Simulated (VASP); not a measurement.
PbI2:

```
Pb I
1.0
     4.63129    0.00000    0.00000
    -2.31564    4.01081    0.00000
     0.00000    0.00000    7.61269
Pb I
1 2
Direct
  0.00000 0.00000 0.00000
  0.33333 0.66667 0.24128
  0.66667 0.33333 0.75872
```

| Property | Result |
| --- | --- |
| Program | VASP 6.6.1 |
| Task | relaxation of shape and atoms at fixed volume |
| Functional | PBE |
| Potentials or basis | VASP PAW PBE potentials, release 64 (Pb_d, I) |
| Cutoff | 500 eV |
| k mesh | 6 × 6 × 4 |
| Occupations | gaussian, width 0.02 eV |
| Spin | no spin polarisation |

At the start: pressure 0.7 GPa; volume 47.14 Å³/atom.

**Question.** Where does the relaxation end?

**Answer.** Over 7 steps the energy falls by 2.4 meV/atom; space group P-3m1 (No. 164, to 0.1 Å) before and after.

Step by step:
```
step  energy change (eV)  largest force (eV/Å)  pressure (GPa)  volume (Å³)
   1              0.0000                0.1490            0.69       141.41
   2             -0.0020                0.1238            0.61       141.41
   3             -0.0057                0.0491            0.37       141.41
   4             -0.0037                0.0964           -0.10       141.41
   5             -0.0064                0.0015            0.20       141.41
   6             -0.0068                0.0004            0.19       141.41
   7             -0.0072                0.0016            0.14       141.41
```

Final structure:
```
Pb I
1.0
     4.65983    0.00000    0.00000
    -2.32992    4.03553    0.00000
     0.00000    0.00000    7.51971
Pb I
1 2
Direct
  0.00000 0.00000 0.00000
  0.33333 0.66667 0.24767
  0.66667 0.33333 0.75233
```

Caveat: this functional lacks dispersion, which binds the layers, so the pressure and a relaxed spacing across them are unreliable.
